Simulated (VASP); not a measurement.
# KCd2 (I4/mmm) in VASP: a series of runs

KCd2 is run at these levels: PBE; tasks: single point, relaxation of cell and atoms.

All numbers are computed with VASP 6.6.1; they aren't measurements. Logs are shortened: lines on timing, memory, paths and dates and some standing lists are left out, and cuts for length are marked.

### Step 1. The cell of the first run

Symmetry: I4/mmm, No. 139, tetragonal system. The conventional cell has a = 4.048 Å, b = 4.048 Å, c = 9.931 Å, α = 90.00°, β = 90.00°, γ = 90.00°. K (site symmetry 4/mmm) has 10 Cd at 3.30 to 3.33 Å and 4 K at 4.05 Å within 4.3 Å. Cd (site symmetry 4mm) has 9 Cd at 3.28 to 4.05 Å and 5 K at 3.30 to 3.33 Å within 4.3 Å.

### Step 2. Single point, PBE

The input, INCAR:

```
SYSTEM = KCd2
PREC = Accurate
ENCUT = 520
EDIFF = 1E-6
ISMEAR = 0
SIGMA = 0.1
LREAL = .False.
LASPH = .True.
NELM = 60
ALGO = Normal
ISIF = 2
LWAVE = .False.
LCHARG = .False.
GGA = PE
NBANDS = 24
```

The input, KPOINTS:

```
Automatic mesh
0
Gamma
  6 6 6
  0 0 0
```

The input, POSCAR:

```
KCd2
1.0
   -2.0240717405      2.0240717405      4.9653009885
    2.0240717405     -2.0240717405      4.9653009885
    2.0240717405      2.0240717405     -4.9653009885
K Cd
1 2
Direct
    0.0000000000      0.0000000000      0.0000000000
    0.6650000000      0.6650000000      0.0000000000
    0.3350000000      0.3350000000      0.0000000000
```

Potentials or basis: VASP PAW PBE potentials, release 64 (K_sv, Cd).

Run with:

```bash
> cat potpaw_PBE.64/K_sv/POTCAR potpaw_PBE.64/Cd/POTCAR > POTCAR
> mpirun -np 1 vasp_std > vasp.out
```

OUTCAR:

```text
SYSTEM = KCd2
   PREC = Accurate
   ENCUT = 520
   EDIFF = 1E-6
   ISMEAR = 0
   LREAL = .False.
   LASPH = .True.
   NELM = 60
   ISIF = 2
   GGA = PE

 ion  position               nearest neighbor table
   1  0.000  0.000  0.000-   2 3.30   3 3.30   2 3.30   3 3.30   2 3.30   3 3.30   3 3.30   2 3.30
                             2 3.33   3 3.33
   2  0.665  0.665  0.000-   3 3.28   1 3.30   1 3.30   1 3.30   1 3.30   3 3.32   3 3.32   3 3.32
                             3 3.32   1 3.33
   3  0.335  0.335  0.000-   2 3.28   1 3.30   1 3.30   1 3.30   1 3.30   2 3.32   2 3.32   2 3.32
                             2 3.32   1 3.33

  LATTYP: Found a body centered tetragonal cell.
 ALAT       =     4.0481434810
 C/A-ratio  =     2.4531250000

  Lattice vectors:

 A1 = (  -2.0240717405,   2.0240717405,   4.9653009885)
 A2 = (   2.0240717405,  -2.0240717405,   4.9653009885)
 A3 = (   2.0240717405,   2.0240717405,  -4.9653009885)

Analysis of symmetry for initial positions (statically):
=====================================================================
 Subroutine PRICEL returns:
 Original cell was already a primitive cell.

 Routine SETGRP: Setting up the symmetry group for a
 body centered tetragonal supercell.

 Subroutine GETGRP returns: Found 16 space group operations
 (whereof 16 operations were pure point group operations)
 out of a pool of 16 trial point group operations.

The static configuration has the point symmetry D_4h.

Analysis of symmetry for dynamics (positions and initial velocities):
=====================================================================
 Subroutine PRICEL returns:
 Original cell was already a primitive cell.

 Routine SETGRP: Setting up the symmetry group for a
 body centered tetragonal supercell.

 Subroutine GETGRP returns: Found 16 space group operations
 (whereof 16 operations were pure point group operations)
 out of a pool of 16 trial point group operations.

The dynamic configuration has the point symmetry D_4h.

 Subroutine INISYM returns: Found 16 space group operations
 (whereof 16 operations are pure point group operations),
 and found     1 'primitive' translations

----------------------------------------------------------------------------------------

                                     Primitive cell

  volume of cell :      81.3687

  direct lattice vectors                    reciprocal lattice vectors
[... 87 lines left out ...]
   ENCUT  =  520.0 eV  38.22 Ry    6.18 a.u.  10.66 10.66 10.66*2*pi/ulx,y,z
   NELM   =     60;   NELMIN=  2; NELMDL= -5     # of ELM steps
   EDIFF  = 0.1E-05   stopping-criterion for ELM
   LREAL  =      F    real-space projection
   EDIFFG = 0.1E-04   stopping-criterion for IOM
   NSW    =      0    number of steps for IOM
   IBRION =     -1    ionic relax: 0-MD 1-quasi-New 2-CG
   NFREE  =      0    steps in history (QN), initial steepest desc. (CG)
   ISIF   =      2    stress and relaxation
   ISYM   =      2    0-nonsym 1-usesym 2-fastsym
   POTIM  = 0.5000    time-step for ionic-motion
   TEBEG  =    0.0;   TEEND  =   0.0 temperature during run
   PSTRESS=    0.0 pullay stress
   NELECT =      33.0000    total number of electrons
   NUPDOWN=      -1.0000    fix difference up-down
   EMIN   =  10.00;   EMAX   =-10.00  energy-range for DOS
   EFERMI =   0.00;   METHOD = LEGACY
   ISMEAR =     0;   SIGMA  =   0.10  broadening in eV -4-tet -1-fermi 0-gaus
   EFERMI_NEDOS =   21; number of points for ismear=-14 and -15
   IALGO  =     38    algorithm
   IMIX   =      4    mixing-type and parameters
     AMIX     =   0.40;   BMIX     =  1.00
     AMIX_MAG =   1.60;   BMIX_MAG =  1.00
  volume/ion in A,a.u.               =      27.12       183.03
  Fermi-wavevector in a.u.,A,eV,Ry     =   1.211789  2.289949 19.979239  1.468433
  Thomas-Fermi vector in A             =   2.347294
   LORBIT       =      0    0 simple, 1 ext, 2 COOP (PROOUT), +10 PAW based schemes
   GGA     = PE    functional components
   LHFCALC =     F    Hartree Fock is set to
   AEXX    =    0.0000 exact exchange contribution
   IVDW    =     0    specifies the selected vdW correction
   LEPSILON=     F    determine dielectric tensor
   LRPA    =     F    only Hartree local field effects (RPA)
 non-spin polarized calculation
 Gauss-broadening in eV      SIGMA  =   0.10
  energy-cutoff  :      520.00
  volume of cell :       81.37
 maximum number of plane-waves:      2209
 NGX is ok and might be reduce to    48
   NGX = 21   NGY = 21   NGZ = 21

 number of electron      33.0000002 magnetization

 Free energy of the ion-electron system (eV)
  ---------------------------------------------------
  ext. energy  EPLUGINS =         0.00000000
  ---------------------------------------------------
  free energy    TOTEN  =        -2.26863348 eV

  energy without entropy =       -2.25566760  energy(sigma->0) =       -2.26215054

 E-fermi :   1.7814     XC(G=0):  -9.4483

 val. band max:        1.7340549365   @ k =   0.5000   0.1667   0.0000
 cond. band min:       1.8033587558   @ k =   0.3333   0.1667   0.0000
 fundamental gap:      0.0693038193
 Fermi energy:         1.7814430082

 k-point     1 :       0.0000    0.0000    0.0000
  band No.  band energies     occupation
      1     -28.9762      2.00000
      2     -12.6061      2.00000
      3     -12.4841      2.00000
      4     -12.4841      2.00000
      5      -7.0976      2.00000
      6      -7.0169      2.00000
[... 637 lines left out ...]
     23       7.9805      0.00000
     24       9.6698      0.00000

 [... further k-points ...]

------------------------ aborting loop because EDIFF is reached ----------------------------------------

  FORCE on cell =-STRESS in cart. coord.  units (eV):
  Direction    XX          YY          ZZ          XY          YZ          ZX
  --------------------------------------------------------------------------------------
  -------------------------------------------------------------------------------------
  Total        2.2720557      2.2720557      2.0200004      0.0000000      0.0000000      0.0000000
  in kB       44.7375478     44.7375478     39.7744933      0.0000000      0.0000000      0.0000000
  external PRESSURE =      43.0831963 kB  Pullay stress =       0.0000000 kB

 VOLUME and BASIS-vectors are now :
 -----------------------------------------------------------------------------
  energy-cutoff  :      520.00
  volume of cell :       81.37
      direct lattice vectors                 reciprocal lattice vectors
    -2.024071741  2.024071741  4.965300989     0.000000000  0.247026817  0.100698830
     2.024071741 -2.024071741  4.965300989     0.247026817  0.000000000  0.100698830
     2.024071741  2.024071741 -4.965300989     0.247026817  0.247026817  0.000000000

 POSITION                                       TOTAL-FORCE (eV/Angst)
 -----------------------------------------------------------------------------------
      0.00000      0.00000      0.00000         0.000000      0.000000     -0.000000
      0.00000      0.00000      6.60385        -0.000000     -0.000000      0.399459
      0.00000      0.00000      3.32675        -0.000000     -0.000000     -0.399459
 -----------------------------------------------------------------------------------
    total drift:                               -0.000000     -0.000000      0.000000

  FREE ENERGIE OF THE ION-ELECTRON SYSTEM (eV)
  ---------------------------------------------------
  free  energy   TOTEN  =        -2.2686334801 eV

  energy  without entropy=       -2.2556676032  energy(sigma->0) =       -2.26215054
```

Wall time 46 s (1 thread of Intel Xeon 6975P-C (Granite Rapids), shared host); peak memory 0.33 GiB.

Results:

| Property | Result |
| --- | --- |
| Free energy | -2.2686 eV |
| Pressure | 4.3 GPa |
| Largest force | 0.399 eV/Å |
| Band gap on the k mesh | zero (an odd number of electrons rules out a gap without spin polarisation) |

Forces on the atoms (eV/Å):
```
K    0.000  0.000  0.000
Cd   0.000  0.000  0.399
Cd   0.000  0.000 -0.399
```

Stress tensor (GPa, compression positive):
```
4.47 0.00 0.00
0.00 4.47 0.00
0.00 0.00 3.98
```

Levels at points of the mesh, in eV from the Fermi level:
```tsv
k point	band 13	band 14	band 15	band 16	band 17	band 18	band 19	band 20
(0.00, 0.00, 0.00)	-8.55	-8.39	-6.35	-0.07	0.54	2.97	2.97	3.71
(0.50, 0.00, 0.00)	-8.44	-8.35	-3.56	-3.30	0.26	0.90	3.74	3.99
(0.50, 0.50, 0.00)	-8.45	-8.42	-2.72	-0.64	-0.61	-0.54	1.49	2.82
(0.50, 0.50, 0.50)	-8.43	-8.41	-5.03	-3.81	3.15	3.15	3.49	4.24
```

Caveat: the cell stands under pressure.

### Step 3. Single point, PBE

This run uses another cell than the first one, of 33.50 Å³/atom.

The input, INCAR:

```
PREC = Accurate ; ENCUT = 520
EDIFF = 1E-7 ; ISMEAR = 0
SIGMA = 0.1 ; LREAL = False
LASPH = True ; NELM = 80
ALGO = Fast ; ISIF = 2
LWAVE = False ; LCHARG = False
GGA = PE ; NBANDS = 24
```

The input, KPOINTS:

```
Automatic mesh
0
Gamma
  6 6 6
```

The input, POSCAR:

```
KCd2
1.0
   -2.0113120405      2.0113120405      6.2113306386
    2.0113120405     -2.0113120405      6.2113306386
    2.0113120405      2.0113120405     -6.2113306386
K Cd
1 2
Direct
    0.0000000000      0.0000000000      0.0000000000
    0.7056564623      0.7056564623      0.0000000000
    0.2943435377      0.2943435377      0.0000000000
```

Potentials or basis: VASP PAW PBE potentials, release 64 (K_sv, Cd).

Run with:

```bash
> cat potpaw_PBE.64/K_sv/POTCAR potpaw_PBE.64/Cd/POTCAR > POTCAR
> mpirun -np 1 vasp_std > vasp.out
```

Wall time 2.4 min (1 thread of Intel Xeon 6975P-C (Granite Rapids), shared host); peak memory 0.41 GiB.

The run converged. Its results:

```yaml
Free_energy: -2.7147 eV
Pressure: 0.0 GPa
Largest_force: 0.014 eV/Å
Band_gap_on_the_k_mesh: zero (an odd number of electrons rules out a gap without spin polarisation)
```

Forces on the atoms (eV/Å):
```
K    0.000  0.000  0.000
Cd   0.000  0.000  0.014
Cd   0.000  0.000 -0.014
```

Stress tensor (GPa, compression positive):
```
-0.02  0.00  0.00
 0.00 -0.02  0.00
 0.00  0.00  0.14
```

Levels at points of the mesh, in eV from the Fermi level:
| k point | band 12 | band 13 | band 14 | band 15 | band 16 | band 17 | band 18 | band 19 | band 20 | band 21 |
| --- | --- | --- | --- | --- | --- | --- | --- | --- | --- | --- |
| (0.00, 0.00, 0.00) | -8.69 | -8.41 | -8.18 | -6.40 | -1.21 | -0.06 | 2.76 | 2.76 | 3.63 | 4.79 |
| (0.50, 0.00, 0.00) | -8.49 | -8.37 | -8.37 | -3.80 | -3.73 | 0.17 | 0.34 | 2.92 | 4.74 | 5.15 |
| (0.50, 0.50, 0.00) | -8.68 | -8.58 | -8.58 | -1.66 | -1.18 | -0.99 | -0.91 | 1.29 | 3.11 | 3.18 |
| (0.50, 0.50, 0.50) | -8.69 | -8.41 | -8.18 | -6.09 | -2.86 | 2.98 | 2.98 | 3.24 | 3.57 | 3.99 |

### Step 4. Relaxation of cell and atoms, PBE

The input, INCAR:

```
SYSTEM = KCd2
PREC = Accurate ; ENCUT = 600
EDIFF = 1E-6 ; ISMEAR = 0
SIGMA = 0.1 ; LREAL = .False.
LASPH = .True. ; NELM = 100
ALGO = Fast ; ISIF = 3
LWAVE = .False. ; LCHARG = .False.
GGA = PE ; IBRION = 2
NSW = 90 ; EDIFFG = -0.04
```

The input, KPOINTS:

```
regular mesh
0
Gamma
  6 6 6
  0 0 0
```

The input, POSCAR:

```
KCd2
1.0
   -2.0240717405      2.0240717405      4.9653009885
    2.0240717405     -2.0240717405      4.9653009885
    2.0240717405      2.0240717405     -4.9653009885
K Cd
1 2
Direct
    0.0000000000      0.0000000000      0.0000000000
    0.6650000000      0.6650000000      0.0000000000
    0.3350000000      0.3350000000      0.0000000000
```

Run with:

```bash
> cat potpaw_PBE.64/K_sv/POTCAR potpaw_PBE.64/Cd/POTCAR > POTCAR
> mpirun -np 1 vasp_std > vasp.out
```

Wall time 14 min (1 thread of Intel Xeon 6975P-C (Granite Rapids), shared host); peak memory 0.37 GiB.

It converged, with:

* Free energy: -2.7042 eV
* Relaxed volume: 33.69 Å³/atom
* Relaxed cell: a = 6.830 Å, b = 6.830 Å, c = 6.830 Å, α = 145.63°, β = 145.63°, γ = 49.40°
* Space group after relaxing (to 0.1 Å): I4/mmm (No. 139)
* Energy gained by relaxing: 145.4 meV/atom
* Ionic steps: 18
* Pressure after relaxing: -0.1 GPa
* Largest force after relaxing: 0.032 eV/Å
* Band gap on the k mesh: zero (an odd number of electrons rules out a gap without spin polarisation)

Forces in eV/Å, atoms in the order of the input:
```
K    0.000  0.000  0.000
Cd   0.000  0.000 -0.032
Cd   0.000  0.000  0.032
```

Stress tensor (GPa, compression positive):
```
-0.16  0.00  0.00
 0.00 -0.16  0.00
 0.00  0.00  0.06
```

The path:
```
step  energy change (eV)  largest force (eV/Å)  pressure (GPa)  volume (Å³)
   1              0.0000                0.3992            4.26        81.37
   2             -0.1709                0.2782            1.72        90.17
   3             -0.2260                0.2001            0.30        98.21
   4             -0.2298                0.1794           -0.03       100.75
   5             -0.2299                0.1756           -0.08       101.25
   6             -0.2349                0.1745           -0.08       101.12
   7             -0.2505                0.1772           -0.09       100.72
   8             -0.2847                0.1898           -0.07        99.87
   9             -0.3634                0.1704            0.14        97.96
  10             -0.3722                0.2870            2.06        93.38
  11             -0.4188                0.0052            0.67        95.98
  12             -0.4191                0.0791            0.95        95.34
  13             -0.4237                0.0907            0.82        96.15
  14             -0.4287                0.1066            0.61        97.83
  15             -0.4187                0.1485            0.26       101.16
  16             -0.4287                0.1167            0.53        98.41
  17             -0.4321                0.0939            0.41        99.07
  18             -0.4362                0.0324           -0.09       101.07
```

Final structure:
```xyz
3
Lattice="-2.0180 2.0180 6.2047 2.0180 -2.0180 6.2047 2.0180 2.0180 -6.2047" Properties=species:S:1:pos:R:3 pbc="T T T"
K     0.0000    0.0000    0.0000
Cd    0.0000    0.0000    8.7804
Cd    0.0000    0.0000    3.6291
```

Levels at points of the mesh, in eV from the Fermi level:
```tsv
k point	band 12	band 13	band 14	band 15	band 16	band 17	band 18	band 19	band 20
(0.00, 0.00, 0.00)	-8.73	-8.43	-8.19	-6.42	-1.18	-0.04	2.68	2.68	3.61
(0.50, 0.00, 0.00)	-8.51	-8.40	-8.40	-3.84	-3.77	0.18	0.36	2.90	4.70
(0.50, 0.50, 0.00)	-8.70	-8.61	-8.61	-1.69	-1.22	-1.04	-0.96	1.26	3.18
(0.50, 0.50, 0.50)	-8.73	-8.43	-8.19	-6.11	-2.83	2.89	2.89	3.18	3.54
```

Caveat: the volume moved by over 15 % at a fixed basis, so the end points are rough.

### Step 5. Single point, PBE

This run uses another cell than the first one, of 33.74 Å³/atom.

The input, INCAR:

```
SYSTEM = KCd2
PREC = Accurate
ENCUT = 520
EDIFF = 1E-6
ISMEAR = 0
SIGMA = 0.1
LREAL = .FALSE.
LASPH = .TRUE.
NELM = 60
ALGO = Fast
ISIF = 2
LWAVE = .FALSE.
LCHARG = .FALSE.
GGA = PE
NBANDS = 24
```

The input, KPOINTS:

```
regular mesh
0
G
  16 16 16
  0 0 0
```

The input, POSCAR:

```
KCd2
1.0
   -2.0234195339      2.0234195339      6.1809621872
    2.0234195339     -2.0234195339      6.1809621872
    2.0234195339      2.0234195339     -6.1809621872
K Cd
1 2
Direct
    0.0000000000      0.0000000000      0.0000000000
    0.7055446843      0.7055446843      0.0000000000
    0.2944553157      0.2944553157      0.0000000000
```

Run with:

```bash
> cat potpaw_PBE.64/K_sv/POTCAR potpaw_PBE.64/Cd/POTCAR > POTCAR
> mpirun -np 1 vasp_std > vasp.out
```

It took 19 min on 1 thread of Intel Xeon 6975P-C (Granite Rapids), shared host; peak memory 0.97 GiB.

Results (log left out):

| Quantity | Value |
| --- | --- |
| Free energy | -2.6806 eV |
| Pressure | 0.1 GPa |
| Largest force | 0.010 eV/Å |
| Band gap on the k mesh | zero (an odd number of electrons rules out a gap without spin polarisation) |

Forces on the atoms (eV/Å):
```
K    0.000  0.000  0.000
Cd   0.000  0.000 -0.010
Cd   0.000  0.000  0.010
```

Levels at points of the mesh, in eV from the Fermi level:
| k point | band 12 | band 13 | band 14 | band 15 | band 16 | band 17 | band 18 | band 19 | band 20 | band 21 |
| --- | --- | --- | --- | --- | --- | --- | --- | --- | --- | --- |
| (0.00, 0.00, 0.00) | -8.59 | -8.32 | -8.09 | -6.26 | -1.06 | 0.08 | 2.80 | 2.80 | 3.74 | 4.74 |
| (0.50, 0.00, 0.00) | -8.40 | -8.28 | -8.28 | -3.70 | -3.63 | 0.28 | 0.46 | 3.04 | 4.77 | 5.27 |
| (0.50, 0.50, 0.00) | -8.58 | -8.48 | -8.48 | -1.61 | -1.13 | -0.89 | -0.82 | 1.37 | 3.22 | 3.25 |
| (0.50, 0.50, 0.50) | -8.59 | -8.32 | -8.09 | -5.95 | -2.74 | 3.01 | 3.01 | 3.36 | 3.66 | 4.15 |

### Step 6. Summary

```tsv
task	cell	k mesh	cutoff (eV)	gap on the mesh (eV)	pressure (GPa)	largest force (eV/Å)
single point	a = 5.731 Å, angles 138.6, 138.6, 59.9°, 3 atoms, atomic positions A	6 × 6 × 6	520	none	4.3	0.40
single point	a = 6.832 Å, angles 145.8, 145.8, 49.2°, 3 atoms, atomic positions B	6 × 6 × 6	520	none	0.0	0.01
relaxation of cell and atoms	relaxed from a = 5.731 Å, angles 138.6, 138.6, 59.9°, 3 atoms, atomic positions A	6 × 6 × 6	600	none	-0.1	0.03
single point	a = 6.811 Å, angles 145.4, 145.4, 49.7°, 3 atoms, atomic positions C	16 × 16 × 16	520	none	0.1	0.01
```

Alike in all rows: level PBE; potentials or basis VASP PAW PBE potentials, release 64 (K_sv, Cd); no spin polarisation; smearing gaussian 0.1 eV.

Caveats: the cell stands under pressure (at least some runs); the volume moved by over 15 % at a fixed basis, so the end points are rough (at least some runs).

Absolute energies hang on the potentials; compare differences alone.

The gap in the log of VASP goes by the Fermi energy; the results here count the filled bands.